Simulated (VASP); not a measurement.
# HfN (Pm-3m) in VASP: settings compared

The runs below take HfN through single point, with BLYP, LDA.

All numbers are computed with VASP 6.6.1; they aren't measurements. Logs are shortened: lines on timing, memory, paths and dates and some standing lists are left out, and cuts for length are marked.

## Step 1: The cell of the first run

It takes space group Pm-3m (No. 221, cubic). Conventional cell: a = 2.825 Å, b = 2.825 Å, c = 2.825 Å, α = 90.00°, β = 90.00°, γ = 90.00°. Within 3.2 Å of Hf (site symmetry m-3m) lie 8 N at 2.45 Å and 6 Hf at 2.83 Å. N (site symmetry m-3m) has 8 Hf at 2.45 Å and 6 N at 2.83 Å within 3.2 Å.

## Step 2: Single point, BLYP

Contents of INCAR:

```
  PREC = Accurate
  ENCUT = 520
  EDIFF = 1E-6
  ISMEAR = -1
  SIGMA = 0.05
  LREAL = False
  LASPH = True
  NELM = 60
  ALGO = Normal
  ISIF = 2
  LWAVE = False
  LCHARG = False
  GGA = B5
  ALDAX = 1.0
  AGGAX = 1.0
  AGGAC = 1.0
  ALDAC = 0.0
  NBANDS = 14
```

Contents of KPOINTS:

```
Automatic mesh
0
Gamma
  9 9 9
```

Contents of POSCAR:

```
HfN
1.0
    2.8250300000      0.0000000000      0.0000000000
    0.0000000000      2.8250300000      0.0000000000
    0.0000000000      0.0000000000      2.8250300000
Hf N
1 1
Direct
    0.5000000000      0.5000000000      0.5000000000
    0.0000000000      0.0000000000      0.0000000000
```

Potentials or basis: VASP PAW PBE potentials, release 64 (Hf_pv, N).

Run with:

```
> cat potpaw_PBE.64/Hf_pv/POTCAR potpaw_PBE.64/N/POTCAR > POTCAR
> mpirun -np 1 vasp_std > vasp.out
```

OUTCAR:

```text
PREC = Accurate
   ENCUT = 520
   EDIFF = 1E-6
   ISMEAR = -1
   LREAL = False
   LASPH = True
   NELM = 60
   ISIF = 2
   GGA = B5

 ion  position               nearest neighbor table
   1  0.500  0.500  0.500-   2 2.45   2 2.45   2 2.45   2 2.45   2 2.45   2 2.45   2 2.45   2 2.45

   2  0.000  0.000  0.000-   1 2.45   1 2.45   1 2.45   1 2.45   1 2.45   1 2.45   1 2.45   1 2.45

  LATTYP: Found a simple cubic cell.
 ALAT       =     2.8250300000

  Lattice vectors:

 A1 = (   2.8250300000,   0.0000000000,   0.0000000000)
 A2 = (   0.0000000000,   2.8250300000,   0.0000000000)
 A3 = (   0.0000000000,   0.0000000000,   2.8250300000)

Analysis of symmetry for initial positions (statically):
=====================================================================
 Subroutine PRICEL returns:
 Original cell was already a primitive cell.

 Routine SETGRP: Setting up the symmetry group for a
 simple cubic supercell.

 Subroutine GETGRP returns: Found 48 space group operations
 (whereof 48 operations were pure point group operations)
 out of a pool of 48 trial point group operations.

The static configuration has the point symmetry O_h .

Analysis of symmetry for dynamics (positions and initial velocities):
=====================================================================
 Subroutine PRICEL returns:
 Original cell was already a primitive cell.

 Routine SETGRP: Setting up the symmetry group for a
 simple cubic supercell.

 Subroutine GETGRP returns: Found 48 space group operations
 (whereof 48 operations were pure point group operations)
 out of a pool of 48 trial point group operations.

The dynamic configuration has the point symmetry O_h .

 Subroutine INISYM returns: Found 48 space group operations
 (whereof 48 operations are pure point group operations),
 and found     1 'primitive' translations

----------------------------------------------------------------------------------------

                                     Primitive cell

  volume of cell :      22.5460

  direct lattice vectors                    reciprocal lattice vectors
     2.825030000  0.000000000  0.000000000     0.353978542  0.000000000  0.000000000
     0.000000000  2.825030000  0.000000000     0.000000000  0.353978542  0.000000000
     0.000000000  0.000000000  2.825030000     0.000000000  0.000000000  0.353978542

  length of vectors
[... 91 lines left out ...]
   TEBEG  =    0.0;   TEEND  =   0.0 temperature during run
   PSTRESS=    0.0 pullay stress
   NELECT =      15.0000    total number of electrons
   NUPDOWN=      -1.0000    fix difference up-down
   EMIN   =  10.00;   EMAX   =-10.00  energy-range for DOS
   EFERMI =   0.00;   METHOD = LEGACY
   ISMEAR =    -1;   SIGMA  =   0.05  broadening in eV -4-tet -1-fermi 0-gaus
   EFERMI_NEDOS =   21; number of points for ismear=-14 and -15
   IALGO  =     38    algorithm
   IMIX   =      4    mixing-type and parameters
     AMIX     =   0.40;   BMIX     =  1.00
     AMIX_MAG =   1.60;   BMIX_MAG =  1.00
  volume/ion in A,a.u.               =      11.27        76.07
  Fermi-wavevector in a.u.,A,eV,Ry     =   1.429164  2.700729 27.790047  2.042511
  Thomas-Fermi vector in A             =   2.549148
   LORBIT       =      0    0 simple, 1 ext, 2 COOP (PROOUT), +10 PAW based schemes
   GGA     = B5    functional components
   LHFCALC =     F    Hartree Fock is set to
   AEXX    =    0.0000 exact exchange contribution
   IVDW    =     0    specifies the selected vdW correction
   LEPSILON=     F    determine dielectric tensor
   LRPA    =     F    only Hartree local field effects (RPA)
 non-spin polarized calculation
  energy-cutoff  :      520.00
  volume of cell :       22.55
 maximum number of plane-waves:       619
 NGX is ok and might be reduce to    24
   NGX = 11   NGY = 11   NGZ = 11

 number of electron      15.0000000 magnetization

 Free energy of the ion-electron system (eV)
  ---------------------------------------------------
  ext. energy  EPLUGINS =         0.00000000
  ---------------------------------------------------
  free energy    TOTEN  =       -18.01563274 eV

  energy without entropy =      -18.00463005  energy(sigma->0) =      -18.01013139

 E-fermi :   7.9133     XC(G=0): -12.2598

 val. band max:        7.9076951562   @ k =   0.1111   0.1111   0.0000
 cond. band min:       7.9876857291   @ k =   0.4444   0.2222   0.1111
 fundamental gap:      0.0799905729
 Fermi energy:         7.9133158777

 k-point     1 :       0.0000    0.0000    0.0000
  band No.  band energies     occupation
      1     -22.3059      2.00000
      2     -22.3059      2.00000
      3     -22.3059      2.00000
      4      -8.0766      2.00000
      5       5.5175      2.00000
      6       5.5175      2.00000
      7       6.8328      2.00000
      8       6.8328      2.00000
      9       6.8328      2.00000
     10      11.4350      0.00000
     11      14.0980      0.00000
     12      14.0980      0.00000
     13      14.0981      0.00000
     14      20.1413      0.00000
[... 377 lines left out ...]
      1     -23.3873      2.00000
      2     -23.0854      2.00000
      3     -22.2412      2.00000
      4      -6.0403      2.00000
      5       2.7524      2.00000
      6       3.7445      2.00000
      7       6.1422      2.00000
      8       7.9905      0.35177
      9      11.0700      0.00000
     10      11.5823      0.00000
     11      13.3021      0.00000
     12      14.6166      0.00000
     13      18.6685      0.00000
     14      20.1615      0.00000

 [... further k-points ...]

------------------------ aborting loop because EDIFF is reached ----------------------------------------

  FORCE on cell =-STRESS in cart. coord.  units (eV):
  Direction    XX          YY          ZZ          XY          YZ          ZX
  --------------------------------------------------------------------------------------
  -------------------------------------------------------------------------------------
  Total        0.9845910      0.9845910      0.9845910      0.0000000      0.0000000      0.0000000
  in kB       69.9676453     69.9676453     69.9676453      0.0000000      0.0000000      0.0000000
  external PRESSURE =      69.9676453 kB  Pullay stress =       0.0000000 kB

 VOLUME and BASIS-vectors are now :
 -----------------------------------------------------------------------------
  energy-cutoff  :      520.00
  volume of cell :       22.55
      direct lattice vectors                 reciprocal lattice vectors
     2.825030000  0.000000000  0.000000000     0.353978542  0.000000000  0.000000000
     0.000000000  2.825030000  0.000000000     0.000000000  0.353978542  0.000000000
     0.000000000  0.000000000  2.825030000     0.000000000  0.000000000  0.353978542

 POSITION                                       TOTAL-FORCE (eV/Angst)
 -----------------------------------------------------------------------------------
      1.41251      1.41251      1.41251         0.000000      0.000000      0.000000
      0.00000      0.00000      0.00000         0.000000      0.000000      0.000000
 -----------------------------------------------------------------------------------
    total drift:                                0.000000     -0.000000     -0.000000

  FREE ENERGIE OF THE ION-ELECTRON SYSTEM (eV)
  ---------------------------------------------------
  free  energy   TOTEN  =       -18.0156327390 eV

  energy  without entropy=      -18.0046300459  energy(sigma->0) =      -18.01013139
```

OSZICAR:

```text
N       E                     dE             d eps       ncg     rms          rms(c)
DAV:   1     0.320022923813E+02    0.32002E+02   -0.80038E+03   988   0.103E+03
DAV:   2    -0.198276255348E+02   -0.51830E+02   -0.47870E+02  1262   0.225E+02
DAV:   3    -0.213371322028E+02   -0.15095E+01   -0.15019E+01  1190   0.301E+01
DAV:   4    -0.213423819315E+02   -0.52497E-02   -0.52494E-02  1218   0.199E+00
DAV:   5    -0.213424222339E+02   -0.40302E-04   -0.40302E-04  1190   0.139E-01    0.365E+01
DAV:   6    -0.181289747412E+02    0.32134E+01   -0.70523E+00  1142   0.222E+01    0.339E+01
DAV:   7    -0.180498427135E+02    0.79132E-01   -0.76572E-01  1088   0.652E+00    0.245E+01
DAV:   8    -0.180366885057E+02    0.13154E-01   -0.30313E-01  1088   0.444E+00    0.108E+01
DAV:   9    -0.180154666388E+02    0.21222E-01   -0.46778E-02  1064   0.178E+00    0.165E+00
DAV:  10    -0.180156321207E+02   -0.16548E-03   -0.10970E-03  1256   0.292E-01    0.138E-01
DAV:  11    -0.180156289179E+02    0.32028E-05   -0.19629E-05  1058   0.371E-02    0.593E-02
DAV:  12    -0.180156325955E+02   -0.36776E-05   -0.61609E-06  1136   0.232E-02    0.433E-02
DAV:  13    -0.180156327390E+02   -0.14350E-06   -0.71652E-07   620   0.838E-03
   1 F= -.18015633E+02 E0= -.18010131E+02  d E =-.110027E-01
```

stdout:

```text
POSCAR found type information on POSCAR HfN
 POSCAR found :  2 types and       2 ions
 scaLAPACK will be used
 -----------------------------------------------------------------------------
|                                                                             |
|                                                                             |
|     You enforced a specific xc type in the INCAR file but a different       |
|     I HOPE YOU KNOW WHAT YOU ARE DOING!                                     |
|                                                                             |
 -----------------------------------------------------------------------------

 LDA part: xc-table for (Slater(with rela. corr.)+VWN5), standard interpolation
 POSCAR, INCAR and KPOINTS ok, starting setup
 FFT: planning ... GRIDC
 FFT: planning ... GRID_SOFT
 FFT: planning ... GRID
 WAVECAR not read
 entering main loop
```

It took 7.8 s on 1 thread of Intel Xeon 6975P-C (Granite Rapids), shared host; peak memory 0.14 GiB.

What came out:

```yaml
Free_energy: -18.0156 eV
Pressure: 7.0 GPa
Band_gap_on_the_k_mesh: zero (an odd number of electrons rules out a gap without spin polarisation)
```

Caveat: the cell stands under pressure; the PAW data sets were made with another functional, which shifts forces and pressure a little; spin-orbit coupling is left out, which moves the levels of the heavy elements.

[end of part 1 of 2]
